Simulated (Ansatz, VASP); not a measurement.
## Two plane-wave programs on Si

```xyz
2
Lattice="0.0000 2.7008 2.7008 2.7008 0.0000 2.7008 2.7008 2.7008 0.0000" Properties=species:S:1:pos:R:3 pbc="T T T"
Si    2.7008    2.7008    2.7008
Si    4.0512    4.0512    4.0512
```

Alike in both runs: functional LDA; k mesh 10 × 10 × 10; occupations gaussian, width 0.02 eV; no spin polarisation.

Ansatz relaxed the structure, and its values are those at the end. VASP's run is a single point on that final structure, the one shown.

|  | VASP | Ansatz |
| --- | --- | --- |
| version | VASP 6.6.1 | Ansatz 0.2.0 |
| potentials or method | VASP PAW LDA potentials, release 64 (Si), cutoff 500 eV | scalar-relativistic, plane waves, PAW |
| valence electrons in the cell | 8 | 8 |

VASP gave:

* gap on the k mesh at the Fermi level (eV): 0.45
* least direct gap on the mesh (eV): 2.53
* pressure (GPa): 0.1

Which values does Ansatz return?

gap on the k mesh at the Fermi level (eV): 0.45; least direct gap on the mesh (eV): 2.53; pressure (GPa): 0.0.

Ansatz warns that its potentials were made for another functional, while VASP's fit it. LDA's correlation is that of Perdew and Zunger in VASP and of Perdew and Wang (1992) in Ansatz.
